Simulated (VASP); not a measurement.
## CuAu: single point with r2SCAN

The system is CuAu.

```
Au Cu
1.0
     2.80875    0.00000    0.00000
     0.00000    2.80875    0.00000
     0.00000    0.00000    3.63448
Au Cu
1 1
Cartesian
  0.0000 0.0000 0.0000
  1.4044 1.4044 1.8172
```

* Program: VASP 6.6.1
* Task: single point
* Functional: r2SCAN
* Potentials or basis: VASP PAW PBE potentials, release 64 (Au, Cu)
* Cutoff: 520 eV
* k mesh: 9 × 9 × 7
* Occupations: fermi-dirac, width 0.05 eV
* Spin: no spin polarisation

| Item | Value |
| --- | --- |
| Pressure | 2.1 GPa |
| Band gap on the k mesh | zero (band 11 reaches 12.44 eV, above the bottom of band 12 at 6.70 eV) |

Levels at points of the mesh, in eV from the Fermi level:
```csv
k point,band 9,band 10,band 11,band 12,band 13,band 14
"(0.00, 0.00, 0.00)",-1.85,-1.60,-1.60,2.41,8.82,10.43
```

It took 73 s on 1 thread of Intel(R) Xeon(R) 6975P-C (Granite Rapids), with other jobs on the host, peak memory 0.17 GiB.

Caveat: the PAW data sets were made with another functional, which shifts forces and pressure a little; spin-orbit coupling is left out, which moves the levels of the heavy elements.
